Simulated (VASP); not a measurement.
A run of VASP 6.6.1 is set up as follows.

Contents of INCAR:

```
SYSTEM = AlN
PREC = Accurate
ENCUT = 520
EDIFF = 1E-6
ISMEAR = 0
SIGMA = 0.05
LREAL = .False.
LASPH = .True.
NELM = 100
ALGO = Normal
ISIF = 2
LWAVE = .False.
LCHARG = .False.
GGA = CA
NBANDS = 16
```

KPOINTS

```
Automatic mesh
0
Gamma
  8 8 6
  0 0 0
```

Contents of POSCAR:

```
AlN
1.0
    0.0000000000     -2.0055201245     -2.0055201245
    0.0000000000      2.0055201245     -2.0055201245
    4.0110402489      0.0000000000      0.0000000000
Al N
2 2
Direct
    0.5028305949      0.4971694051      0.0002215185
   -0.0028305949      0.0028305949      0.4997784815
    0.5133132546      0.4866867454      0.4852407365
   -0.0133132546      1.0133132546      0.0147592635
```

Potentials or basis: VASP PAW LDA potentials, release 64 (Al, N).

Command:

```sh
$ cat potpaw_LDA.64/Al/POTCAR potpaw_LDA.64/N/POTCAR > POTCAR
$ mpirun -np 1 vasp_std > vasp.out
```

Problem. Predict the largest force.

Solution. 1.919 eV/Å.

Problem. Predict the band gap on the k mesh.

Solution. 4.59 eV.

Forces on the atoms (eV/Å):
```
Al  -0.082  0.414  0.000
Al   0.082 -0.414  0.000
N    1.660  0.962  0.000
N   -1.660 -0.962  0.000
```

Caveat: the cell differs from its parent crystal (mode 10 frozen in at -0.053 Å and mode 12 at -0.059 Å (largest displacements)); forces of over 1 eV/Å act on the atoms, so gaps and moduli don't describe the material at rest. A k mesh can miss the band edges.
